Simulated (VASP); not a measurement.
Sn2TeO2: relaxation of cell and atoms with PBE

Crystal: Sn2TeO2.

```xyz
5
Lattice="4.4958 0.0000 0.0000 -2.2479 3.8934 0.0000 0.0000 0.0000 7.4379" Properties=species:S:1:pos:R:3 pbc="T T T"
Sn    0.0000    0.0000    2.2723
Sn    0.0000    0.0000    5.1656
Te    0.0000    0.0000    0.0000
O     0.0000    2.5956    0.0000
O     2.2479    1.2978    0.0000
```

The cell was generated, and may not be a known phase.

```
Program                : VASP 6.6.1
Task                   : relaxation of cell and atoms
Functional             : PBE
Potentials or basis    : VASP PAW PBE potentials, release 64 (Sn_d, Te, O)
Cutoff                 : 600 eV
k mesh                 : 6 × 6 × 4
Occupations            : gaussian, width 0.1 eV
Spin                   : no spin polarisation
Dipole correction      : no
Further INCAR settings : ALGO = Normal; EDIFF = 1e-06; IBRION = 2; EDIFFG = -0.04; NSW = 90; ISIF = 3
```

The relaxed volume is 22.90 Å³/atom. The relaxed cell is a = 3.815 Å, b = 3.815 Å, c = 9.086 Å, α = 90.00°, β = 90.00°, γ = 120.00°. The space group after relaxing (to 0.1 Å) is P6/mmm (No. 191) and the energy gained by relaxing is 1320.0 meV/atom. The ionic steps are 11, the pressure after relaxing is 0.0 GPa and the largest force after relaxing is 0.013 eV/Å. The band gap on the k mesh is zero (bands 23 and 24 overlap by 2.95 eV).

Forces on the atoms (eV/Å):
```
Sn   0.000  0.000 -0.013
Sn   0.000  0.000  0.013
Te   0.000  0.000  0.000
O    0.000  0.000  0.000
O    0.000  0.000  0.000
```

Stress tensor (GPa, compression positive):
```
-0.02  0.00  0.00
 0.00 -0.02  0.00
 0.00  0.00  0.07
```

The path:
```
step  energy change (eV)  largest force (eV/Å)  pressure (GPa)  volume (Å³)
   1              0.0000                8.4968           10.97       130.19
   2             -4.8548                0.4821           -8.62       154.59
   3             -5.0504                0.6514           -8.66       145.01
   4             -6.4611                0.9586           -2.20       119.02
   5             -6.4959                0.9216           -0.40       115.70
   6             -6.4960                0.9158           -0.01       115.15
   7             -6.5563                0.5216           -0.02       114.59
   8             -6.5976                0.0019            0.65       113.41
   9             -6.5977                0.0159            0.63       113.45
  10             -6.5986                0.0105           -0.45       115.36
  11             -6.6000                0.0127            0.01       114.51
```

Final structure:
```
Sn Te O
1.0
     3.81487    0.00000    0.00000
    -1.90743    3.30377    0.00000
     0.00000    0.00000    9.08590
Sn Te O
2 1 2
Cartesian
  0.0000 0.0000 2.9806
  0.0000 0.0000 6.1053
  0.0000 0.0000 0.0000
  0.0000 2.2025 0.0000
  1.9074 1.1013 0.0000
```

Levels at points of the mesh, in eV from the Fermi level:
```
           k point  band 20  band 21  band 22  band 23  band 24  band 25  band 26  band 27
(0.00, 0.00, 0.00)    -4.13    -1.13    -0.57     0.64     3.87     3.87     4.92     4.92
(0.50, 0.00, 0.00)    -1.97    -1.01    -0.72    -0.33    -0.20     1.24     2.10     3.11
(0.00, 0.00, 0.50)    -4.13    -1.06    -0.57     2.75     2.91     3.85     3.85     4.85
(0.50, 0.00, 0.50)    -1.90    -1.18    -1.09    -0.22    -0.20     2.04     3.18     3.42
```

It took 7.3 min on 1 thread of Intel(R) Xeon(R) 6975P-C (Granite Rapids), on a shared host, peak memory 0.34 GiB.

Caveat: a cell axis changed by over 15 % at a fixed basis, so the end point is rough; spin-orbit coupling is left out, which moves the levels of the heavy elements.
